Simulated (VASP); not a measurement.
Ni, 1 atom in the cell. Symmetry: Fm-3m, No. 225, cubic system. Conventional cell: a = 3.536 Å, b = 3.536 Å, c = 3.536 Å, α = 90.00°, β = 90.00°, γ = 90.00°. Ni (site symmetry m-3m) has 12 Ni at 2.50 Å within 3.3 Å. 

| Item | Value |
| --- | --- |
| Program | VASP 6.6.1 |
| Task | single point |
| Functional | LDA |
| Potentials or basis | VASP PAW LDA potentials, release 64 (Ni) |
| Cutoff | 600 eV |
| k mesh | 4 × 4 × 4 |
| Occupations | gaussian, width 0.1 eV |
| Spin | collinear spin, ferromagnetic start |
| Starting moments | [0.81] μB |
| Hubbard terms | Ni d U = 2.4 eV |
| Dipole correction | no |
| Further INCAR settings | ALGO = Normal; EDIFF = 1e-06; NBANDS = 15 |

Potentials or basis: VASP PAW LDA potentials, release 64 (Ni).

The run is started by

```bash
$ cat potpaw_LDA.64/Ni/POTCAR > POTCAR
$ mpirun -np 1 vasp_std > vasp.out
```

Hardware: 1 thread of AMD EPYC 7R13 Processor (Zen 3) (shared host).

How long does it take, and how much memory?

Wall time 5.1 s on 1 thread of AMD EPYC 7R13 Processor (Zen 3), with other jobs on the host, peak memory 0.09 GiB. Counts: scf iterations 14, k points 8.
